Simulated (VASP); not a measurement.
# HfN in VASP: a series of runs, part 2 of 2

VASP 6.6.1. Earlier steps stand in the parts before.

## (3) Single point, PBE (equal xy, yz and zx shear strains of +1 %)

INCAR

```
SYSTEM = HfN
ALGO = Normal
EDIFF = 1E-6
ENCUT = 520
GGA = PE
ISIF = 2
ISMEAR = -1
LASPH = .TRUE.
LCHARG = .FALSE.
LREAL = .FALSE.
LWAVE = .FALSE.
NBANDS = 14
NELM = 100
PREC = Accurate
SIGMA = 0.03
```

KPOINTS

```
k-points
0
G
  10 10 10
  0 0 0
```

POSCAR

```
HfN
1.0
    0.0225900000      2.2702950000      2.2702950000
    2.2702950000      0.0225900000      2.2702950000
    2.2702950000      2.2702950000      0.0225900000
Hf N
1 1
Direct
    0.0000000000      0.0000000000      0.0000000000
    0.5000000000      0.5000000000      0.5000000000
```

Potentials or basis: VASP PAW PBE potentials, release 64 (Hf_pv, N).

Launch:

```sh
$ cat potpaw_PBE.64/Hf_pv/POTCAR potpaw_PBE.64/N/POTCAR > POTCAR
$ mpirun -np 1 vasp_std > vasp.out
```

OUTCAR:

```text
SYSTEM = HfN
   EDIFF = 1E-6
   ENCUT = 520
   GGA = PE
   ISIF = 2
   ISMEAR = -1
   LASPH = .TRUE.
   LREAL = .FALSE.
   NELM = 100
   PREC = Accurate

 ion  position               nearest neighbor table
   1  0.000  0.000  0.000-   2 2.26   2 2.26   2 2.26   2 2.26   2 2.26   2 2.26
   2  0.500  0.500  0.500-   1 2.26   1 2.26   1 2.26   1 2.26   1 2.26   1 2.26

  LATTYP: Found a trigonal (rhomboedric) cell.
 ALAT       =     3.2107614490
 COS(alpha) =     0.5099250056

  Lattice vectors:

 A1 = (   0.0225900000,   2.2702950000,   2.2702950000)
 A2 = (   2.2702950000,   0.0225900000,   2.2702950000)
 A3 = (   2.2702950000,   2.2702950000,   0.0225900000)

Analysis of symmetry for initial positions (statically):
=====================================================================
 Subroutine PRICEL returns:
 Original cell was already a primitive cell.

 Routine SETGRP: Setting up the symmetry group for a
 trigonal (rhombohedral) supercell.

 Subroutine GETGRP returns: Found 12 space group operations
 (whereof 12 operations were pure point group operations)
 out of a pool of 12 trial point group operations.

The static configuration has the point symmetry D_3d.

Analysis of symmetry for dynamics (positions and initial velocities):
=====================================================================
 Subroutine PRICEL returns:
 Original cell was already a primitive cell.

 Routine SETGRP: Setting up the symmetry group for a
 trigonal (rhombohedral) supercell.

 Subroutine GETGRP returns: Found 12 space group operations
 (whereof 12 operations were pure point group operations)
 out of a pool of 12 trial point group operations.

The dynamic configuration has the point symmetry D_3d.

 Subroutine INISYM returns: Found 12 space group operations
 (whereof 12 operations are pure point group operations),
 and found     1 'primitive' translations

----------------------------------------------------------------------------------------

[... 116 lines left out ...]
   LORBIT       =      0    0 simple, 1 ext, 2 COOP (PROOUT), +10 PAW based schemes
   GGA     = PE    functional components
   LHFCALC =     F    Hartree Fock is set to
   AEXX    =    0.0000 exact exchange contribution
   IVDW    =     0    specifies the selected vdW correction
   LEPSILON=     F    determine dielectric tensor
   LRPA    =     F    only Hartree local field effects (RPA)
 non-spin polarized calculation
  energy-cutoff  :      520.00
  volume of cell :       23.05
 maximum number of plane-waves:       632
   NGX = 11   NGY = 11   NGZ = 11

 number of electron      15.0000000 magnetization

 Free energy of the ion-electron system (eV)
  ---------------------------------------------------
  ext. energy  EPLUGINS =         0.00000000
  ---------------------------------------------------
  free energy    TOTEN  =       -21.74634177 eV

  energy without entropy =      -21.74364369  energy(sigma->0) =      -21.74499273

 E-fermi :   8.4296     XC(G=0): -12.7326

 val. band max:        8.4159617752   @ k =   0.2000   0.1000   0.1000
 cond. band min:       8.4346215672   @ k =  -0.4000   0.3000  -0.0000
 fundamental gap:      0.0186597920
 Fermi energy:         8.4296221796

 k-point     1 :       0.0000    0.0000    0.0000
  band No.  band energies     occupation
      1     -22.7724      2.00000
      2     -22.7566      2.00000
      3     -22.7566      2.00000
      4      -9.1281      2.00000
      5       5.3002      2.00000
      6       5.3811      2.00000
      7       5.3811      2.00000
      8       7.8786      2.00000
      9       8.1163      1.99994
     10       8.1163      1.99994
     11      10.1920      0.00000
     12      10.3612      0.00000
     13      10.3612      0.00000
     14      17.9548      0.00000
[... 377 lines left out ...]
      1     -23.4345      2.00000
      2     -23.0192      2.00000
      3     -23.0043      2.00000
      4      -7.7331      2.00000
      5       1.7836      2.00000
      6       3.7915      2.00000
      7       4.2128      2.00000
      8       5.9250      2.00000
      9      12.4717      0.00000
     10      12.9377      0.00000
     11      13.1135      0.00000
     12      13.2328      0.00000
     13      17.5348      0.00000
     14      19.7407      0.00000

 [... further k-points ...]
[... 5 lines left out ...]
  --------------------------------------------------------------------------------------
  -------------------------------------------------------------------------------------
  Total        0.4426883      0.4426883      0.4426883     -0.1441115     -0.1441115     -0.1441115
  in kB       30.7653890     30.7653890     30.7653890    -10.0152744    -10.0152744    -10.0152744
  external PRESSURE =      30.7653890 kB  Pullay stress =       0.0000000 kB

 VOLUME and BASIS-vectors are now :
 -----------------------------------------------------------------------------
  energy-cutoff  :      520.00
  volume of cell :       23.05
      direct lattice vectors                 reciprocal lattice vectors
     0.022590000  2.270295000  2.270295000    -0.223550354  0.221347887  0.221347887
     2.270295000  0.022590000  2.270295000     0.221347887 -0.223550354  0.221347887
     2.270295000  2.270295000  0.022590000     0.221347887  0.221347887 -0.223550354

 POSITION                                       TOTAL-FORCE (eV/Angst)
 -----------------------------------------------------------------------------------
      0.00000      0.00000      0.00000         0.000000      0.000000     -0.000000
      2.28159      2.28159      2.28159        -0.000000     -0.000000      0.000000
 -----------------------------------------------------------------------------------
    total drift:                                0.000000     -0.000000     -0.000000

  FREE ENERGIE OF THE ION-ELECTRON SYSTEM (eV)
  ---------------------------------------------------
  free  energy   TOTEN  =       -21.7463417680 eV

  energy  without entropy=      -21.7436436921  energy(sigma->0) =      -21.74499273
```

OSZICAR:

```text
N       E                     dE             d eps       ncg     rms          rms(c)
DAV:   1     0.371790334192E+02    0.37179E+02   -0.78229E+03  3256   0.101E+03
DAV:   2    -0.228028836771E+02   -0.59982E+02   -0.55893E+02  4264   0.234E+02
DAV:   3    -0.247459483234E+02   -0.19431E+01   -0.19357E+01  3740   0.343E+01
DAV:   4    -0.247531499705E+02   -0.72016E-02   -0.72008E-02  3910   0.246E+00
DAV:   5    -0.247531952329E+02   -0.45262E-04   -0.45263E-04  3736   0.165E-01    0.490E+01
DAV:   6    -0.218529042100E+02    0.29003E+01   -0.82478E+00  3578   0.221E+01    0.417E+01
DAV:   7    -0.217739913150E+02    0.78913E-01   -0.45633E-01  4136   0.603E+00    0.266E+01
DAV:   8    -0.217517666066E+02    0.22225E-01   -0.10517E-01  3746   0.284E+00    0.605E+00
DAV:   9    -0.217464058711E+02    0.53607E-02   -0.13123E-02  3776   0.951E-01    0.194E+00
DAV:  10    -0.217463749966E+02    0.30874E-04   -0.89083E-04  4280   0.284E-01    0.442E-01
DAV:  11    -0.217463437618E+02    0.31235E-04   -0.62638E-05  4028   0.782E-02    0.108E-01
DAV:  12    -0.217463419487E+02    0.18131E-05   -0.71979E-06  4374   0.227E-02    0.141E-02
DAV:  13    -0.217463417680E+02    0.18075E-06   -0.15636E-07  2116   0.397E-03
   1 F= -.21746342E+02 E0= -.21744993E+02  d E =-.269808E-02
```

Run time: 14 s. Hardware: 1 thread of Intel Xeon Platinum 8488C (Sapphire Rapids), shared host; peak memory 0.17 GiB.

Results:

```yaml
Free_energy: -21.7463 eV
Pressure: 3.1 GPa
```

Stress tensor (GPa, compression positive):
```
 3.08 -1.00 -1.00
-1.00  3.08 -1.00
-1.00 -1.00  3.08
```

Caveat: the cell differs from its parent crystal (equal xy, yz and zx shear strains of +1 %); spin-orbit coupling is left out, which moves the levels of the heavy elements.

## (4) Single point, PBE (atom 1 (Hf) moved by [0.05, 0.0, 0.0] A)

INCAR

```
SYSTEM = HfN
PREC = Accurate ; ENCUT = 520
EDIFF = 1E-6 ; ISMEAR = -1
SIGMA = 0.03 ; LREAL = .FALSE.
LASPH = .TRUE. ; NELM = 80
ALGO = Normal ; ISIF = 2
LWAVE = .FALSE. ; LCHARG = .FALSE.
GGA = PE ; NBANDS = 14
```

KPOINTS

```
regular mesh
0
G
  10 10 10
  0 0 0
```

POSCAR

```
HfN
1.0
    0.0000000000      2.2590000000      2.2590000000
    2.2590000000      0.0000000000      2.2590000000
    2.2590000000      2.2590000000      0.0000000000
Hf N
1 1
Direct
   -0.0110668437      0.0110668437      0.0110668437
    0.5000000000      0.5000000000      0.5000000000
```

Launch:

```sh
$ cat potpaw_PBE.64/Hf_pv/POTCAR potpaw_PBE.64/N/POTCAR > POTCAR
$ mpirun -np 1 vasp_std > vasp.out
```

Wall time 14 s (1 thread of Intel Xeon Platinum 8375C at 2.90GHz (Ice Lake), shared host); peak memory 0.16 GiB.

It converged, with:

```
Free energy   : -21.7345 eV
Pressure      : 3.4 GPa
Largest force : 0.568 eV/Å
```

Forces in eV/Å, atoms in the order of the input:
```
Hf  -0.568  0.000  0.000
N    0.568  0.000  0.000
```

Stress tensor (GPa, compression positive):
```
4.03 0.00 0.00
0.00 3.05 0.00
0.00 0.00 3.05
```

Levels at points of the mesh, in eV from the Fermi level:
| k point | band 4 | band 5 | band 6 | band 7 | band 8 | band 9 | band 10 | band 11 | band 12 | band 13 |
| --- | --- | --- | --- | --- | --- | --- | --- | --- | --- | --- |
| (0.00, 0.00, 0.00) | -17.55 | -3.11 | -3.11 | -3.10 | -0.37 | -0.33 | -0.33 | 1.76 | 1.94 | 2.00 |
| (0.50, 0.00, 0.00) | -14.83 | -8.92 | -6.22 | -6.21 | 3.23 | 3.65 | 3.68 | 4.41 | 8.75 | 8.82 |
| (0.50, 0.50, 0.00) | -16.45 | -5.45 | -4.16 | -3.74 | -3.41 | 4.09 | 5.50 | 5.50 | 5.54 | 7.97 |
| (0.00, 0.50, 0.50) | -16.45 | -5.44 | -3.84 | -3.73 | -3.73 | 4.08 | 5.50 | 5.50 | 5.54 | 7.73 |

Caveat: the cell differs from its parent crystal (atom 1 (Hf) moved by [0.05, 0.0, 0.0] A); spin-orbit coupling is left out, which moves the levels of the heavy elements.

## (5) Single point, PBE (volume scaled by 0.96)

INCAR

```
SYSTEM = HfN
PREC = Accurate ; ENCUT = 520
EDIFF = 1E-7 ; ISMEAR = -1
SIGMA = 0.03 ; LREAL = .False.
LASPH = .True. ; NELM = 100
ALGO = Normal ; ISIF = 2
LWAVE = .False. ; LCHARG = .False.
GGA = PE ; NBANDS = 14
```

KPOINTS

```
Automatic mesh
0
Gamma
  10 10 10
  0 0 0
```

POSCAR

```
HfN
1.0
    0.0000000000      2.2284692304      2.2284692304
    2.2284692304      0.0000000000      2.2284692304
    2.2284692304      2.2284692304      0.0000000000
Hf N
1 1
Direct
    0.0000000000      0.0000000000      0.0000000000
    0.5000000000      0.5000000000      0.5000000000
```

Launch:

```sh
$ cat potpaw_PBE.64/Hf_pv/POTCAR potpaw_PBE.64/N/POTCAR > POTCAR
$ mpirun -np 1 vasp_std > vasp.out
```

It took 9.2 s on 1 thread of AMD EPYC 9R45 (Zen 5), shared host; peak memory 0.11 GiB.

It converged, with:

| Quantity | Value |
| --- | --- |
| Free energy | -21.6953 eV |
| Pressure | 15.7 GPa |

Levels at points of the mesh, in eV from the Fermi level:
```csv
k point,band 4,band 5,band 6,band 7,band 8,band 9,band 10,band 11,band 12,band 13
"(0.00, 0.00, 0.00)",-17.80,-3.12,-3.12,-3.12,-0.41,-0.41,-0.41,2.03,2.03,2.16
"(0.50, 0.00, 0.00)",-14.83,-9.17,-6.44,-6.44,3.43,3.88,3.88,4.61,9.30,9.30
"(0.50, 0.50, 0.00)",-16.70,-5.44,-4.03,-3.76,-3.76,4.29,5.81,5.81,6.05,8.51
```

Caveat: spin-orbit coupling is left out, which moves the levels of the heavy elements.

## (6) The runs side by side

| cell | gap on the mesh (eV) | pressure (GPa) |
| --- | --- | --- |
| a = 3.243 Å, angles 58.0°, 2 atoms | none | 3.3 |
| a = 3.211 Å, angles 59.3°, 2 atoms | none | 3.1 |
| a = 3.195 Å, angles 60.0°, 2 atoms | none | 3.4 |
| a = 3.152 Å, angles 60.0°, 2 atoms | none | 15.7 |

Alike in all rows: task single point; level PBE; potentials or basis VASP PAW PBE potentials, release 64 (Hf_pv, N); no spin polarisation; k mesh 10 × 10 × 10; cutoff (eV) 520; smearing fermi-dirac 0.03 eV.

Caveats: spin-orbit coupling is left out, which moves the levels of the heavy elements.

Absolute energies hang on the potentials; compare differences alone.
